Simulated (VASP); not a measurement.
Here is a VASP 6.6.1 calculation.

INCAR

```
SYSTEM = ZnSe
  PREC = Accurate
  ENCUT = 520
  EDIFF = 1E-6
  ISMEAR = 0
  SIGMA = 0.01
  LREAL = .False.
  LASPH = .True.
  NELM = 100
  ALGO = Normal
  ISIF = 2
  LWAVE = .False.
  LCHARG = .False.
  GGA = PS
  NBANDS = 16
```

KPOINTS

```
Automatic mesh
0
Gamma
  8 8 8
  0 0 0
```

File POSCAR:

```
ZnSe
1.0
    0.0000000000      2.8166002289      2.8166002289
    2.8166002289      0.0000000000      2.8166002289
    2.8166002289      2.8166002289      0.0000000000
Zn Se
1 1
Direct
    0.0000000000      0.0000000000      0.0000000000
    0.7500000000      0.7500000000      0.7500000000
```

Potentials or basis: VASP PAW PBE potentials, release 64 (Zn, Se).

Launch:

```bash
$ cat potpaw_PBE.64/Zn/POTCAR potpaw_PBE.64/Se/POTCAR > POTCAR
$ mpirun -np 1 vasp_std > vasp.out
```

**Question.** Predict the pressure.

**Answer.** 0.3 GPa.

**Question.** Predict the band gap on the k mesh.

**Answer.** 1.24 eV, direct.

Caveat: the PAW data sets were made with another functional, which shifts forces and pressure a little. A hybrid or GW would open this gap; PBEsol tends to underestimate it.
